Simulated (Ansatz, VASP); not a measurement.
**Two plane-wave programs on InAs**

```
In As
1.0
     0.00000    3.01295    3.01295
     3.01295    0.00000    3.01295
     3.01295    3.01295    0.00000
In As
1 1
Cartesian
  0.0000 0.0000 0.0000
  1.5065 1.5065 1.5065
```

Alike in both runs: functional LDA; k mesh 12 × 12 × 12; occupations gaussian, width 0.1 eV; no spin polarisation.

Ansatz relaxed the structure, and its values are those at the end. VASP's run is a single point on that final structure, the one shown.

|  | VASP | Ansatz |
| --- | --- | --- |
| version | VASP 6.6.1 | Ansatz 0.2.0 |
| potentials or method | VASP PAW LDA potentials, release 64 (In_d, As), cutoff 500 eV | scalar-relativistic, plane waves, PAW |
| valence electrons in the cell | 18 | 28 |

Ansatz gave:

| Property | Result |
| --- | --- |
| gap on the k mesh at the Fermi level (eV) | none |
| pressure (GPa) | 0.0 |

Question: What did VASP give for the same quantities?

Answer: gap on the k mesh at the Fermi level (eV): none; pressure (GPa): 0.1.

Ansatz warns that its potentials were made for another functional, while VASP's fit it. LDA's correlation is that of Perdew and Zunger in VASP and of Perdew and Wang (1992) in Ansatz. A gap of «none» marks a metal or a gap that the smearing closes. VASP's potentials hold 18 valence electrons a cell and Ansatz's 28, so a difference there can come from the potentials and not from the codes.
